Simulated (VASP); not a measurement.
A run of VASP 6.6.1 is set up as follows.

The input INCAR:

```
  ALGO = Normal
  EDIFF = 1E-6
  ENCUT = 520
  GGA = PE
  ISIF = 2
  ISMEAR = 0
  IVDW = 12
  LASPH = True
  LCHARG = False
  LREAL = False
  LWAVE = False
  NBANDS = 22
  NELM = 80
  PREC = Accurate
  SIGMA = 0.05
```

The input KPOINTS:

```
k-points
0
Gamma
  8 8 4
```

POSCAR

```
F
1.0
    2.8353681102     -1.7313338052      0.2992247164
    2.8353681102      1.7313338052      0.2992247164
   -0.8128963370      0.0000000000      6.5208957071
F
4
Direct
    0.9138648456      0.5855481450      0.0939279973
    0.4144518550      0.0861351544      0.4060720027
    0.0861351544      0.4144518550      0.9060720027
    0.5855481450      0.9138648456      0.5939279973
```

Potentials or basis: VASP PAW PBE potentials, release 64 (F).

Run with:

```bash
$ cat potpaw_PBE.64/F/POTCAR > POTCAR
$ mpirun -np 1 vasp_std > vasp.out
```

Question: What does it give for the band gap on the k mesh?

Answer: 3.50 eV.

Question: What does it give for the dispersion energy per atom?

Answer: -0.029 eV.

Forces on the atoms (eV/Å):
```
F   -0.263  1.025  2.079
F    0.263  1.025 -2.079
F    0.263 -1.025 -2.079
F   -0.263 -1.025  2.079
```

Caveat: forces of over 1 eV/Å act on the atoms, so gaps and moduli don't describe the material at rest. A k mesh can miss the band edges.
